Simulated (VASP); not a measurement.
# CdS (Cmc2_1) in VASP: single point with PBE

Aim: the single point of CdS with PBE.

Everything below comes from runs of VASP 6.6.1. Logs are shortened: lines on timing, memory, paths and dates and some standing lists are left out, and cuts for length are marked.

**1. The cell of the first run**

The structure is orthorhombic, space group Cmc2_1 (No. 36). Conventional cell: a = 4.387 Å, b = 7.213 Å, c = 6.766 Å, α = 90.00°, β = 90.00°, γ = 90.00°. Within 3.4 Å of Cd (site symmetry m) lie 4 S at 2.58 to 2.60 Å. S (site symmetry m) has 4 Cd at 2.58 to 2.60 Å within 3.4 Å.

**2. Single point, PBE (uniaxial x strain +5.3%)**

Input file INCAR:

```
SYSTEM = CdS
PREC = Accurate
ENCUT = 520
EDIFF = 1E-6
ISMEAR = -1
SIGMA = 0.02
LREAL = .FALSE.
LASPH = .TRUE.
NELM = 80
ALGO = Normal
ISIF = 2
LWAVE = .FALSE.
LCHARG = .FALSE.
GGA = PE
NBANDS = 26
```

Input file KPOINTS:

```
Automatic mesh
0
G
  12 12 4
  0 0 0
```

Input file POSCAR:

```
CdS
1.0
    4.3870120177      0.0000000000      0.0000000000
   -2.1935060089      3.6066677939      0.0000000000
    0.0000000000      0.0000000000      6.7659754197
Cd S
2 2
Direct
    0.3332805047      0.6665610095     -0.0036684732
    0.6667194953      0.3334389905      0.4963315268
    0.3260141798      0.6520283597      0.3786684732
    0.6739858202      0.3479716403      0.8786684732
```

Potentials or basis: VASP PAW PBE potentials, release 64 (Cd, S).

The run is started by

```sh
> cat potpaw_PBE.64/Cd/POTCAR potpaw_PBE.64/S/POTCAR > POTCAR
> mpirun -np 1 vasp_std > vasp.out
```

OUTCAR:

```text
SYSTEM = CdS
   PREC = Accurate
   ENCUT = 520
   EDIFF = 1E-6
   ISMEAR = -1
   LREAL = .FALSE.
   LASPH = .TRUE.
   NELM = 80
   ISIF = 2
   GGA = PE

 ion  position               nearest neighbor table
   1  0.333  0.667  0.996-   4 2.58   3 2.59   4 2.60   4 2.60
   2  0.667  0.333  0.496-   3 2.58   4 2.59   3 2.60   3 2.60
   3  0.326  0.652  0.379-   2 2.58   1 2.59   2 2.60   2 2.60
   4  0.674  0.348  0.879-   1 2.58   2 2.59   1 2.60   1 2.60

  Warning from LATTYP: Monoclinic adjustment (A1->A3, A2->A1, A3->A2)!
  LATTYP: Found a base centered orthorhombic cell.
 ALAT       =     4.3870120177
 B/A-ratio  =     1.6442479662
 C/A-ratio  =     1.5422741931

  Lattice vectors:

 A1 = (   2.1935060089,  -3.6066677939,   0.0000000000)
 A2 = (   2.1935060088,   3.6066677939,   0.0000000000)
 A3 = (   0.0000000000,   0.0000000000,   6.7659754197)

Analysis of symmetry for initial positions (statically):
=====================================================================
 Subroutine PRICEL returns:
 Original cell was already a primitive cell.

 Routine SETGRP: Setting up the symmetry group for a
 base centered orthorhombic supercell.

 Subroutine GETGRP returns: Found  4 space group operations
 (whereof  2 operations were pure point group operations)
 out of a pool of  8 trial point group operations.

The static configuration has the point symmetry C_1h.
 The point group associated with its full space group is C_2v.

Analysis of symmetry for dynamics (positions and initial velocities):
=====================================================================
 Subroutine PRICEL returns:
 Original cell was already a primitive cell.

 Routine SETGRP: Setting up the symmetry group for a
 base centered orthorhombic supercell.

 Subroutine GETGRP returns: Found  4 space group operations
 (whereof  2 operations were pure point group operations)
 out of a pool of  8 trial point group operations.

The dynamic configuration has the point symmetry C_1h.
 The point group associated with its full space group is C_2v.

 Subroutine INISYM returns: Found  4 space group operations
 (whereof  2 operations are pure point group operations),
 and found     1 'primitive' translations

----------------------------------------------------------------------------------------

                                     Primitive cell

  volume of cell :     107.0546

  direct lattice vectors                    reciprocal lattice vectors
     4.387012018  0.000000000  0.000000000     0.227945580  0.138632119  0.000000000
    -2.193506009  3.606667794  0.000000000     0.000000000  0.277264239  0.000000000
     0.000000000  0.000000000  6.765975420     0.000000000  0.000000000  0.147798350

  length of vectors
     4.387012018  4.221317470  6.765975420     0.266792151  0.277264239  0.147798350

  position of ions in fractional coordinates (direct lattice)
     0.333280505  0.666561010  0.996331527
     0.666719495  0.333438990  0.496331527
     0.326014180  0.652028360  0.378668473
     0.673985820  0.347971640  0.878668473

  ion indices of the primitive-cell ions
   primitive index   ion index
                 1           1
                 2           2
                 3           3
                 4           4

----------------------------------------------------------------------------------------

 KPOINTS: Automatic mesh

Automatic generation of k-mesh.
 Grid dimensions read from file:
 generate k-points for:   12   12    4

 Generating k-lattice:

  Cartesian coordinates                     Fractional coordinates (reciprocal lattice)
     0.018995465  0.011552677  0.000000000     0.083333333 -0.000000000  0.000000000
     0.000000000  0.023105353  0.000000000     0.000000000  0.083333333  0.000000000
     0.000000000  0.000000000  0.036949587     0.000000000  0.000000000  0.250000000

  Length of vectors
     0.022232679  0.023105353  0.036949587

  Shift w.r.t. Gamma in fractional coordinates (k-lattice)
     0.000000000  0.000000000  0.000000000

 Subroutine IBZKPT returns following result:
 ===========================================

 Found    129 irreducible k-points:

 Following reciprocal coordinates:
            Coordinates               Weight
  0.000000  0.000000  0.000000      1.000000
  0.083333  0.000000  0.000000      4.000000
  0.166667 -0.000000  0.000000      4.000000
  0.250000 -0.000000  0.000000      4.000000
  0.333333  0.000000  0.000000      4.000000
  0.416667 -0.000000  0.000000      4.000000
[... 16 lines left out ...]
  0.333333  0.166667  0.000000      4.000000
  0.416667  0.166667  0.000000      4.000000
 [... further k-points ...]
   k-points           NKPTS =    129   k-points in BZ     NKDIM =    129   number of bands    NBANDS=     26
   number of dos      NEDOS =    301   number of ions     NIONS =      4
   total plane-waves  NPLWV =  57600
   dimension x,y,z NGX =    36 NGY =   32 NGZ =   50
   dimension x,y,z NGXF=    72 NGYF=   64 NGZF=  100
   ions per type =               2   2
   NGX,Y,Z   is equivalent  to a cutoff of  13.64, 12.60, 12.29 a.u.
   NGXF,Y,Z  is equivalent  to a cutoff of  27.28, 25.20, 24.57 a.u.
 SYSTEM =  CdS
   PREC   = accura    normal or accurate (medium, high low for compatibility)
   ISTART =      0    job   : 0-new  1-cont  2-samecut
   ICHARG =      2    charge: 1-file 2-atom 10-const
   ISPIN  =      1    spin polarized calculation?
   LNONCOLLINEAR =      F non collinear calculations
   LSORBIT =      F    spin-orbit coupling
   LASPH  =      T    aspherical Exc in radial PAW
   ENCUT  =  520.0 eV  38.22 Ry    6.18 a.u.   8.16  7.85 12.58*2*pi/ulx,y,z
   NELM   =     80;   NELMIN=  2; NELMDL= -5     # of ELM steps
   EDIFF  = 0.1E-05   stopping-criterion for ELM
   LREAL  =      F    real-space projection
   EDIFFG = 0.1E-04   stopping-criterion for IOM
   NSW    =      0    number of steps for IOM
   IBRION =     -1    ionic relax: 0-MD 1-quasi-New 2-CG
   NFREE  =      0    steps in history (QN), initial steepest desc. (CG)
   ISIF   =      2    stress and relaxation
   ISYM   =      2    0-nonsym 1-usesym 2-fastsym
   POTIM  = 0.5000    time-step for ionic-motion
   TEBEG  =    0.0;   TEEND  =   0.0 temperature during run
   PSTRESS=    0.0 pullay stress
   NELECT =      36.0000    total number of electrons
   NUPDOWN=      -1.0000    fix difference up-down
   EMIN   =  10.00;   EMAX   =-10.00  energy-range for DOS
   EFERMI =   0.00;   METHOD = LEGACY
   ISMEAR =    -1;   SIGMA  =   0.02  broadening in eV -4-tet -1-fermi 0-gaus
   EFERMI_NEDOS =   21; number of points for ismear=-14 and -15
   IALGO  =     38    algorithm
   IMIX   =      4    mixing-type and parameters
     AMIX     =   0.40;   BMIX     =  1.00
     AMIX_MAG =   1.60;   BMIX_MAG =  1.00
  volume/ion in A,a.u.               =      26.76       180.61
  Fermi-wavevector in a.u.,A,eV,Ry     =   1.138432  2.151325 17.633532  1.296028
  Thomas-Fermi vector in A             =   2.275137
   LORBIT       =      0    0 simple, 1 ext, 2 COOP (PROOUT), +10 PAW based schemes
   GGA     = PE    functional components
   LHFCALC =     F    Hartree Fock is set to
   AEXX    =    0.0000 exact exchange contribution
   IVDW    =     0    specifies the selected vdW correction
   LEPSILON=     F    determine dielectric tensor
   LRPA    =     F    only Hartree local field effects (RPA)
 non-spin polarized calculation
  energy-cutoff  :      520.00
  volume of cell :      107.05
 maximum number of plane-waves:      2910
 NGX is ok and might be reduce to    36
   NGX = 17   NGY = 15   NGZ = 25

 number of electron      36.0000003 magnetization

 Free energy of the ion-electron system (eV)
  ---------------------------------------------------
  ext. energy  EPLUGINS =         0.00000000
  ---------------------------------------------------
  free energy    TOTEN  =       -12.26897785 eV

  energy without entropy =      -12.26897785  energy(sigma->0) =      -12.26897785

 E-fermi :   1.1464     XC(G=0):  -8.7954

 val. band max:        0.7324063592   @ k =   0.0000   0.0000   0.0000
 cond. band min:       1.7338755082   @ k =   0.0000   0.0000   0.0000
 fundamental gap:      1.0014691490
 Fermi energy:         1.1464072349

 k-point     1 :       0.0000    0.0000    0.0000
  band No.  band energies     occupation
      1     -11.2360      2.00000
      2     -10.8568      2.00000
      3      -6.7745      2.00000
      4      -6.7650      2.00000
      5      -6.7602      2.00000
      6      -6.7074      2.00000
[... 18 lines left out ...]
     25       8.2227      0.00000
     26       8.3143      0.00000

 k-point     2 :       0.0833    0.0000    0.0000
  band No.  band energies     occupation
      1     -11.2155      2.00000
      2     -10.8482      2.00000
      3      -6.7688      2.00000
      4      -6.7558      2.00000
      5      -6.7450      2.00000
      6      -6.6959      2.00000
[... 18 lines left out ...]
     25       8.2333      0.00000
     26       8.3357      0.00000

 k-point     3 :       0.1667   -0.0000    0.0000
  band No.  band energies     occupation
      1     -11.1583      2.00000
      2     -10.8258      2.00000
      3      -6.7491      2.00000
      4      -6.7354      2.00000
      5      -6.6995      2.00000
      6      -6.6632      2.00000
[... 18 lines left out ...]
     25       8.1741      0.00000
     26       8.7275      0.00000

 k-point     4 :       0.2500   -0.0000    0.0000
  band No.  band energies     occupation
      1     -11.0767      2.00000
      2     -10.7980      2.00000
      3      -6.7254      2.00000
      4      -6.7096      2.00000
      5      -6.6319      2.00000
      6      -6.6173      2.00000
[... 18 lines left out ...]
     25       8.5275      0.00000
     26       9.2049      0.00000

 k-point     5 :       0.3333    0.0000    0.0000
  band No.  band energies     occupation
      1     -10.9888      2.00000
      2     -10.7758      2.00000
      3      -6.7068      2.00000
      4      -6.6879      2.00000
      5      -6.5772      2.00000
      6      -6.5742      2.00000
[... 18 lines left out ...]
     25       8.8334      0.00000
     26       9.3889      0.00000

 k-point     6 :       0.4167   -0.0000    0.0000
  band No.  band energies     occupation
      1     -10.9166      2.00000
      2     -10.7672      2.00000
      3      -6.6965      2.00000
      4      -6.6755      2.00000
      5      -6.5448      2.00000
      6      -6.5370      2.00000
[... 427 lines left out ...]
 k-point    21 :       0.1667    0.1667    0.0000
  band No.  band energies     occupation
      1     -11.0275      2.00000
      2     -10.7811      2.00000
      3      -6.7095      2.00000
      4      -6.6968      2.00000
      5      -6.6176      2.00000
      6      -6.6059      2.00000
[... 18 lines left out ...]
     25       8.7479      0.00000
     26       9.4872      0.00000

 k-point    22 :       0.2500    0.1667    0.0000
  band No.  band energies     occupation
      1     -10.9491      2.00000
      2     -10.7660      2.00000
      3      -6.6985      2.00000
      4      -6.6718      2.00000
      5      -6.5848      2.00000
      6      -6.5646      2.00000
[... 18 lines left out ...]
     25       8.7080      0.00000
     26       9.7870      0.00000

 k-point    23 :       0.3333    0.1667    0.0000
  band No.  band energies     occupation
      1     -10.8841      2.00000
      2     -10.7646      2.00000
      3      -6.6957      2.00000
      4      -6.6541      2.00000
      5      -6.5558      2.00000
      6      -6.5342      2.00000
[... 18 lines left out ...]
     25       8.6860      0.00000
     26       9.8409      0.00000

 k-point    24 :       0.4167    0.1667    0.0000
  band No.  band energies     occupation
      1     -10.8570      2.00000
      2     -10.7704      2.00000
      3      -6.6962      2.00000
      4      -6.6487      2.00000
      5      -6.5403      2.00000
      6      -6.5209      2.00000
[... 18 lines left out ...]
     25       9.5067      0.00000
     26       9.6473      0.00000

 [... further k-points ...]

------------------------ aborting loop because EDIFF is reached ----------------------------------------

  FORCE on cell =-STRESS in cart. coord.  units (eV):
  Direction    XX          YY          ZZ          XY          YZ          ZX
  --------------------------------------------------------------------------------------
  -------------------------------------------------------------------------------------
  Total       -1.6614885     -0.5074552     -0.2207617      0.0000000      0.0000000      0.0000000
  in kB      -24.8658064     -7.5945655     -3.3039155      0.0000000      0.0000000      0.0000000
  external PRESSURE =     -11.9214292 kB  Pullay stress =       0.0000000 kB

 VOLUME and BASIS-vectors are now :
 -----------------------------------------------------------------------------
  energy-cutoff  :      520.00
  volume of cell :      107.05
      direct lattice vectors                 reciprocal lattice vectors
     4.387012018  0.000000000  0.000000000     0.227945580  0.138632119  0.000000000
    -2.193506009  3.606667794  0.000000000     0.000000000  0.277264239  0.000000000
     0.000000000  0.000000000  6.765975420     0.000000000  0.000000000  0.147798350

 POSITION                                       TOTAL-FORCE (eV/Angst)
 -----------------------------------------------------------------------------------
     -0.00000      2.40406      6.74115        -0.000000      0.005050     -0.000047
      2.19351      1.20260      3.35817         0.000000     -0.005050     -0.000047
     -0.00000      2.35165      2.56206         0.000000     -0.002194      0.000047
      2.19351      1.25502      5.94505        -0.000000      0.002194      0.000047
 -----------------------------------------------------------------------------------
    total drift:                               -0.000000     -0.000000     -0.001414

  FREE ENERGIE OF THE ION-ELECTRON SYSTEM (eV)
  ---------------------------------------------------
  free  energy   TOTEN  =       -12.2689778487 eV

  energy  without entropy=      -12.2689778487  energy(sigma->0) =      -12.26897785
```

Run time: 8 min. Hardware: 1 thread of Intel Xeon 8259CL, shared host; peak memory 0.44 GiB.

What came out:

```yaml
Free_energy: -12.2690 eV
Pressure: -1.2 GPa
Largest_force: 0.005 eV/Å
Band_gap_on_the_k_mesh: 1.00 eV
```

Forces in eV/Å, atoms in the order of the input:
```
Cd   0.000  0.005  0.000
Cd   0.000 -0.005  0.000
S    0.000 -0.002  0.000
S    0.000  0.002  0.000
```

Stress tensor (GPa, compression positive):
```
-2.49  0.00  0.00
 0.00 -0.76  0.00
 0.00  0.00 -0.33
```

Caveat: the cell differs from its parent crystal (uniaxial x strain +5.3%).
